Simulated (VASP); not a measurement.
# MoS2 (R3m) in VASP: notebook, part 2 of 3

VASP 6.6.1. Earlier steps stand in the parts before.

### 5 Relaxation of cell and atoms, PBE, target pressure 4 GPa, at which the enthalpy is minimised

This run uses another cell than the first one, of 17.45 Å³/atom, 0.801 times its volume.

INCAR

```
SYSTEM = MoS2
PREC = Accurate
ENCUT = 600
EDIFF = 1E-6
ISMEAR = 0
SIGMA = 0.02
LREAL = .FALSE.
LASPH = .TRUE.
NELM = 80
ALGO = Normal
ISIF = 3
LWAVE = .FALSE.
LCHARG = .FALSE.
GGA = PE
IBRION = 2
NSW = 70
EDIFFG = -0.008
PSTRESS = 40.0
```

KPOINTS

```
Automatic mesh
0
G
  12 12 12
  0 0 0
```

POSCAR

```
MoS2
1.0
    1.5465303175      0.8928896951      6.3188866477
   -1.5465303175      0.8928896951      6.3188866477
    0.0000000000     -1.7857793903      6.3188866477
Mo S
1 2
Direct
    0.9997728109      0.9997728109      0.9997728109
    0.4133850829      0.4133850829      0.4133850829
    0.2528431062      0.2528431062      0.2528431062
```

Potentials or basis: VASP PAW PBE potentials, release 64 (Mo_sv, S).

The run is started by

```console
> cat potpaw_PBE.64/Mo_sv/POTCAR potpaw_PBE.64/S/POTCAR > POTCAR
> mpirun -np 1 vasp_std > vasp.out
```

OUTCAR:

```text
SYSTEM = MoS2
   PREC = Accurate
   ENCUT = 600
   EDIFF = 1E-6
   ISMEAR = 0
   LREAL = .FALSE.
   LASPH = .TRUE.
   NELM = 80
   ISIF = 3
   GGA = PE
   IBRION = 2
   NSW = 70
   EDIFFG = -0.008
   PSTRESS = 40.0

 ion  position               nearest neighbor table
   1  1.000  1.000  1.000-   3 2.35   3 2.35   3 2.35   2 2.35   2 2.35   2 2.35
   2  0.413  0.413  0.413-   1 2.35   1 2.35   1 2.35
   3  0.253  0.253  0.253-   1 2.35   1 2.35   1 2.35

  LATTYP: Found a trigonal (rhomboedric) cell.
 ALAT       =     6.5663792532
 COS(alpha) =     0.8890582667

  Lattice vectors:

 A1 = (   1.5465303175,   0.8928896951,   6.3188866477)
 A2 = (  -1.5465303175,   0.8928896951,   6.3188866477)
 A3 = (   0.0000000000,  -1.7857793903,   6.3188866477)

Analysis of symmetry for initial positions (statically):
=====================================================================
 Subroutine PRICEL returns:
 Original cell was already a primitive cell.

 Routine SETGRP: Setting up the symmetry group for a
 trigonal (rhombohedral) supercell.

 Subroutine GETGRP returns: Found  6 space group operations
 (whereof  6 operations were pure point group operations)
 out of a pool of 12 trial point group operations.

The static configuration has the point symmetry C_3v.

Analysis of symmetry for dynamics (positions and initial velocities):
=====================================================================
 Subroutine PRICEL returns:
 Original cell was already a primitive cell.

 Routine SETGRP: Setting up the symmetry group for a
 trigonal (rhombohedral) supercell.

 Subroutine GETGRP returns: Found  6 space group operations
 (whereof  6 operations were pure point group operations)
 out of a pool of 12 trial point group operations.

The dynamic configuration has the point symmetry C_3v.

 Subroutine INISYM returns: Found  6 space group operations
 (whereof  6 operations are pure point group operations),
 and found     1 'primitive' translations

----------------------------------------------------------------------------------------

                                     Primitive cell

  volume of cell :      52.3538

  direct lattice vectors                    reciprocal lattice vectors
     1.546530318  0.892889695  6.318886648     0.323304364  0.186659861  0.052751909
    -1.546530318  0.892889695  6.318886648    -0.323304364  0.186659861  0.052751909
     0.000000000 -1.785779390  6.318886648     0.000000000 -0.373319723  0.052751909

  length of vectors
     6.566379253  6.566379253  6.566379253     0.377028353  0.377028353  0.377028353

  position of ions in fractional coordinates (direct lattice)
     0.999772811  0.999772811  0.999772811
     0.413385083  0.413385083  0.413385083
     0.252843106  0.252843106  0.252843106

  ion indices of the primitive-cell ions
   primitive index   ion index
                 1           1
                 2           2
                 3           3

[... 59 lines left out ...]
   NGX,Y,Z   is equivalent  to a cutoff of  13.67, 13.67, 13.67 a.u.
   NGXF,Y,Z  is equivalent  to a cutoff of  27.34, 27.34, 27.34 a.u.
 SYSTEM =  MoS2
   PREC   = accura    normal or accurate (medium, high low for compatibility)
   ISTART =      0    job   : 0-new  1-cont  2-samecut
   ICHARG =      2    charge: 1-file 2-atom 10-const
   ISPIN  =      1    spin polarized calculation?
   LNONCOLLINEAR =      F non collinear calculations
   LSORBIT =      F    spin-orbit coupling
   LASPH  =      T    aspherical Exc in radial PAW
   ENCUT  =  600.0 eV  44.10 Ry    6.64 a.u.  13.11 13.11 13.11*2*pi/ulx,y,z
   NELM   =     80;   NELMIN=  2; NELMDL= -5     # of ELM steps
   EDIFF  = 0.1E-05   stopping-criterion for ELM
   LREAL  =      F    real-space projection
   EDIFFG = -.8E-02   stopping-criterion for IOM
   NSW    =     70    number of steps for IOM
   IBRION =      2    ionic relax: 0-MD 1-quasi-New 2-CG
   NFREE  =      1    steps in history (QN), initial steepest desc. (CG)
   ISIF   =      3    stress and relaxation
   ISYM   =      2    0-nonsym 1-usesym 2-fastsym
   POTIM  = 0.5000    time-step for ionic-motion
   TEBEG  =    0.0;   TEEND  =   0.0 temperature during run
   PSTRESS=   40.0 pullay stress
   NELECT =      26.0000    total number of electrons
   NUPDOWN=      -1.0000    fix difference up-down
   EMIN   =  10.00;   EMAX   =-10.00  energy-range for DOS
   EFERMI =   0.00;   METHOD = LEGACY
   ISMEAR =     0;   SIGMA  =   0.02  broadening in eV -4-tet -1-fermi 0-gaus
   EFERMI_NEDOS =   21; number of points for ismear=-14 and -15
   IALGO  =     38    algorithm
   IMIX   =      4    mixing-type and parameters
     AMIX     =   0.40;   BMIX     =  1.00
     AMIX_MAG =   1.60;   BMIX_MAG =  1.00
  volume/ion in A,a.u.               =      17.45       117.77
  Fermi-wavevector in a.u.,A,eV,Ry     =   1.296433  2.449902 22.867820  1.680737
  Thomas-Fermi vector in A             =   2.427889
   LORBIT       =      0    0 simple, 1 ext, 2 COOP (PROOUT), +10 PAW based schemes
   GGA     = PE    functional components
   LHFCALC =     F    Hartree Fock is set to
   AEXX    =    0.0000 exact exchange contribution
   IVDW    =     0    specifies the selected vdW correction
   LEPSILON=     F    determine dielectric tensor
   LRPA    =     F    only Hartree local field effects (RPA)
 conjugate gradient relaxation of ions
 non-spin polarized calculation
 Gauss-broadening in eV      SIGMA  =   0.02
  energy-cutoff  :      600.00
  volume of cell :       52.35
 maximum number of plane-waves:      1778
 NGX is ok and might be reduce to    54
   NGX = 27   NGY = 27   NGZ = 27

--------------------------------------- Ionic step        1  -------------------------------------------

 number of electron      26.0000001 magnetization

 Free energy of the ion-electron system (eV)
  ---------------------------------------------------
  ext. energy  EPLUGINS =         0.00000000
  ---------------------------------------------------
  free energy    TOTEN  =       -21.64588425 eV

  energy without entropy =      -21.64588425  energy(sigma->0) =      -21.64588425

------------------------ aborting loop because EDIFF is reached ----------------------------------------

  FORCE on cell =-STRESS in cart. coord.  units (eV):
  Direction    XX          YY          ZZ          XY          YZ          ZX
  --------------------------------------------------------------------------------------
  -------------------------------------------------------------------------------------
  Total        4.5386505      4.5386505      4.8776953      0.0000000     -0.0000000      0.0000000
  in kB      138.8958465    138.8958465    149.2715983      0.0000000     -0.0000000      0.0000000
  external PRESSURE =     102.3544305 kB  Pullay stress =      40.0000000 kB
[... 100 lines left out ...]
  energy  without entropy=      -21.8164338617  energy(sigma->0) =      -21.81643386

  enthalpy is  TOTEN    =       -20.4446706113 eV   P V=        1.3717632503

[... ionic steps 4 to 15 ...]

--------------------------------------- Ionic step       16  -------------------------------------------

 number of electron      26.0000000 magnetization

------------------------ aborting loop because EDIFF is reached ----------------------------------------
[... 73 lines left out ...]
--------------------------------------- Ionic step       18  -------------------------------------------

 number of electron      26.0000000 magnetization

 Free energy of the ion-electron system (eV)
  ---------------------------------------------------
  ext. energy  EPLUGINS =         0.00000000
  ---------------------------------------------------
  free energy    TOTEN  =       -21.77094617 eV

  energy without entropy =      -21.77094617  energy(sigma->0) =      -21.77094617

 E-fermi :   8.3372     XC(G=0): -11.0335

 val. band max:        8.0381057304   @ k =   0.5000   0.5000   0.5000
 cond. band min:       8.8598673757   @ k =  -0.1667   0.1667   0.0000
 fundamental gap:      0.8217616453
 Fermi energy:         8.3372031490

 k-point     1 :       0.0000    0.0000    0.0000
  band No.  band energies     occupation
      1     -53.5572      2.00000
      2     -27.7223      2.00000
      3     -27.4819      2.00000
      4     -27.4819      2.00000
      5      -7.1361      2.00000
      6      -5.3518      2.00000
[... 457 lines left out ...]
      4     -27.6345      2.00000
      5      -4.9117      2.00000
      6      -4.7152      2.00000
[... 9 lines left out ...]
     16      10.6285      0.00000
     17      11.9506      0.00000

 [... further k-points ...]

------------------------ aborting loop because EDIFF is reached ----------------------------------------

  FORCE on cell =-STRESS in cart. coord.  units (eV):
  Direction    XX          YY          ZZ          XY          YZ          ZX
  --------------------------------------------------------------------------------------
  -------------------------------------------------------------------------------------
  Total        1.3035529      1.3035529      1.3137316      0.0000000     -0.0000000      0.0000000
  in kB       40.3252444     40.3252444     40.6401213      0.0000000     -0.0000000      0.0000000
  external PRESSURE =       0.4302033 kB  Pullay stress =      40.0000000 kB
[... 22 lines left out ...]
  energy  without entropy=      -21.7709461746  energy(sigma->0) =      -21.77094617

  enthalpy is  TOTEN    =       -20.4779071555 eV   P V=        1.2930390192

 reached required accuracy - stopping structural energy minimisation
```

It took 60 min on 1 thread of Intel Xeon 6975P-C (Granite Rapids), shared host; peak memory 0.56 GiB.

What came out:

- Free energy: -21.7709 eV
- Relaxed volume: 17.26 Å³/atom
- Relaxed cell: a = 6.283 Å, b = 6.283 Å, c = 6.283 Å, α = 29.07°, β = 29.07°, γ = 29.07°
- Space group after relaxing (to 0.05 Å): R3m (No. 160)
- Energy change on relaxing (the enthalpy is what falls): -41.7 meV/atom
- Ionic steps: 18
- Pressure after relaxing: 4.0 GPa
- Largest force after relaxing: 0.006 eV/Å
- Band gap on the k mesh: 0.82 eV, indirect (least direct gap 1.77 eV)

Forces on the atoms (eV/Å):
```
Mo   0.000  0.000 -0.001
S    0.000  0.000 -0.005
S    0.000  0.000  0.006
```

Step by step:
```csv
step,energy change (eV),largest force (eV/Å),pressure (GPa),volume (Å³)
1,0.0000,1.4282,14.24,52.35
2,0.1670,2.1701,-12.74,61.26
3,-0.1705,0.0301,3.29,54.95
4,-0.1676,0.0896,3.76,54.82
5,-0.1664,0.1126,3.93,54.77
6,-0.1703,0.1833,3.77,54.70
7,-0.1705,0.3034,3.52,54.59
8,-0.1697,0.2651,3.35,54.43
9,-0.1656,0.1578,2.86,53.95
10,-0.1489,0.0622,2.03,52.98
11,-0.1351,0.0415,3.47,52.24
12,-0.1280,0.0788,4.07,51.93
13,-0.1271,0.0826,4.12,51.90
14,-0.1265,0.0313,4.01,51.86
15,-0.1257,0.0122,3.92,51.82
16,-0.1251,0.0041,4.03,51.79
17,-0.1250,0.0033,4.03,51.79
18,-0.1251,0.0058,4.04,51.79
```

Final structure:
```
CELL_PARAMETERS angstrom
1.57676 0.91035 6.01364
-1.57676 0.91035 6.01364
0.00000 -1.82069 6.01364
ATOMIC_POSITIONS crystal
Mo 0.99975 0.99975 0.99975
S 0.41976 0.41976 0.41976
S 0.24649 0.24649 0.24649
```

Levels at points of the mesh, in eV from the valence-band top:
```
           k point  band 9  band 10  band 11  band 12  band 13  band 14  band 15  band 16  band 17
(0.00, 0.00, 0.00)   -3.37    -2.27    -2.27    -1.33    -1.11     1.97     1.97     2.38     2.38
(0.50, 0.00, 0.00)   -5.09    -4.02    -2.41    -1.59    -1.55     1.61     1.97     3.30     3.48
(0.50, 0.50, 0.00)   -4.75    -3.91    -3.09    -1.86    -1.35     1.55     2.13     2.94     3.87
(0.50, 0.50, 0.50)   -3.39    -3.39    -2.23    -2.23     0.00     2.10     2.10     2.20     2.20
```

Caveat: the cell is relaxed towards a set pressure, so the enthalpy falls and the energy may rise.

[end of part 2 of 3]
